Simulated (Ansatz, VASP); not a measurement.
LiF: VASP beside Ansatz

File INCAR:

```
ALGO = Normal
EDIFF = 1E-6
ENCUT = 520
GGA = PE
ISIF = 2
ISMEAR = 0
LASPH = True
LCHARG = False
LREAL = False
LWAVE = False
NBANDS = 12
NELM = 60
PREC = Accurate
SIGMA = 0.05
```

Contents of KPOINTS:

```
k-points
0
Gamma
  12 12 12
```

Contents of POSCAR:

```
LiF
1.0
    0.0000000000      1.9815104477      2.0805859701
    1.9815104477      0.0000000000      2.0805859701
    1.9815104477      1.9815104477      0.0000000000
Li F
1 1
Direct
    0.0000000000      0.0000000000      0.0000000000
    0.5000000000      0.5000000000      0.5000000000
```

Input for Ansatz:

```yaml
crystal:
  lattice:
    - [0.0, 1.9815104477, 2.0805859701]
    - [1.9815104477, 0.0, 2.0805859701]
    - [1.9815104477, 1.9815104477, 0.0]
  atoms:
    - { symbol: Li, position: [0.0, 0.0, 0.0] }
    - { symbol: F, position: [0.5, 0.5, 0.5] }
basis:
  ecutwfc: 420
kpoints:
  mp_grid: { grid: [12, 12, 12] }
hamiltonian:
  xc: pbe
scf:
  occupations: { method: gaussian, width: 0.05 }
output:
  forces: true
  stress: true
  eigenvalues: true
  write_density: true
  write_potential: true
  elf: true
  volumetric_format: npy
```

Alike in both runs: task single point; functional PBE; k mesh 12 × 12 × 12; occupations gaussian, width 0.05 eV; no spin polarisation.

|  | VASP | Ansatz |
| --- | --- | --- |
| version | VASP 6.6.1 | Ansatz 0.2.0 |
| potentials or method | VASP PAW PBE potentials, release 64 (Li_sv, F), cutoff 520 eV | scalar-relativistic, plane waves, PAW |
| valence electrons in the cell | 10 | 10 |

```csv
,VASP,Ansatz,Ansatz less VASP
gap on the k mesh at the Fermi level (eV),9.02,9.02,-0.002
least direct gap on the mesh (eV),9.02,9.02,-0.002
```

With one functional, cell and mesh, what is left measures potentials, basis and numerics.

Noted on VASP's run: the cutoff is short for stress, so the pressure is rough.
